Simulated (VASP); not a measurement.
A run of VASP 6.6.1 is set up as follows.

INCAR

```
  ALGO = Normal
  EDIFF = 1E-7
  ENCUT = 520
  GGA = PE
  ISIF = 2
  ISMEAR = 0
  LASPH = T
  LCHARG = F
  LREAL = F
  LWAVE = F
  NBANDS = 54
  NELM = 100
  PREC = Accurate
  SIGMA = 0.1
```

The input KPOINTS:

```
k-points
0
Gamma
  2 2 2
```

POSCAR

```
NaF
1.0
    6.3094409000      0.0000000000      0.0000000000
    0.0000000000      6.3094409000      0.0000000000
    0.0000000000      0.0000000000      6.3094409000
Na F
6 6
Direct
    0.7500000000      0.5000000000      0.0000000000
    0.5000000000      0.0000000000      0.7500000000
    0.0000000000      0.7500000000      0.5000000000
    0.0000000000      0.2500000000      0.5000000000
    0.2500000000      0.5000000000      0.0000000000
    0.5000000000      0.0000000000      0.2500000000
    0.5000000000      0.7500000000      0.0000000000
    0.7500000000      0.0000000000      0.5000000000
    0.0000000000      0.5000000000      0.7500000000
    0.2500000000      0.0000000000      0.5000000000
    0.0000000000      0.5000000000      0.2500000000
    0.5000000000      0.2500000000      0.0000000000
```

Potentials or basis: VASP PAW PBE potentials, release 64 (Na_pv, F).

Run with:

```bash
$ cat potpaw_PBE.64/Na_pv/POTCAR potpaw_PBE.64/F/POTCAR > POTCAR
$ mpirun -np 1 vasp_std > vasp.out
```

Question: Estimate the pressure.

Answer: 0.0 GPa.

Question: What does it give for the band gap on the k mesh?

Answer: 5.14 eV, direct.

Caveat: the k points lie up to 0.50 Å⁻¹ apart. PBE gaps usually lie below the measured ones, often by a third to a half.
